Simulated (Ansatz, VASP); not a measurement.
## One calculation of SrO, two programs

Contents of INCAR:

```
PREC = Accurate
ENCUT = 520
EDIFF = 1E-6
ISMEAR = 0
SIGMA = 0.05
LREAL = F
LASPH = T
NELM = 100
ALGO = Normal
ISIF = 2
LWAVE = F
LCHARG = T
GGA = PE
LELF = T
LVHAR = T
NBANDS = 15
```

KPOINTS

```
Automatic mesh
0
Gamma
  8 8 8
```

Contents of POSCAR:

```
SrO
1.0
    0.0000000000      2.5312530000      2.6468940000
    2.5312530000      0.0000000000      2.6468940000
    2.5312530000      2.5312530000      0.0000000000
Sr O
1 1
Direct
    0.0000000000      0.0000000000      0.0000000000
    0.5000000000      0.5000000000      0.5000000000
```

Input for Ansatz:

```yaml
crystal:
  lattice:
    - [0.0, 2.531253, 2.646894]
    - [2.531253, 0.0, 2.646894]
    - [2.531253, 2.531253, 0.0]
  atoms:
    - { symbol: Sr, position: [0.0, 0.0, 0.0] }
    - { symbol: O, position: [0.5, 0.5, 0.5] }
basis:
  ecutwfc: 420
kpoints:
  mp_grid: { grid: [8, 8, 8] }
hamiltonian:
  xc: pbe
scf:
  occupations: { method: gaussian, width: 0.05 }
output:
  forces: true
  stress: true
  eigenvalues: true
```

Change from the starting cell: strain -0.015 along x and y, +0.030 along z, atoms carried along.

Alike in both runs: task single point; functional PBE; k mesh 8 × 8 × 8; occupations gaussian, width 0.05 eV; no spin polarisation.

```csv
,VASP,Ansatz
version,VASP 6.6.1,Ansatz 0.2.0
potentials or method,"VASP PAW PBE potentials, release 64 (Sr_sv, O), cutoff 520 eV","scalar-relativistic, plane waves, PAW"
valence electrons in the cell,16,16
```

|  | VASP | Ansatz | Ansatz less VASP |
| --- | --- | --- | --- |
| gap on the k mesh at the Fermi level (eV) | 3.17 | 3.22 | +0.050 |
| least direct gap on the mesh (eV) | 3.24 | 3.28 | +0.038 |
| pressure (GPa) | 4.0 | 3.4 | -0.61 |
| traceless stress, the component that is largest in VASP (GPa) | -4.03 | -3.82 | +0.208 |
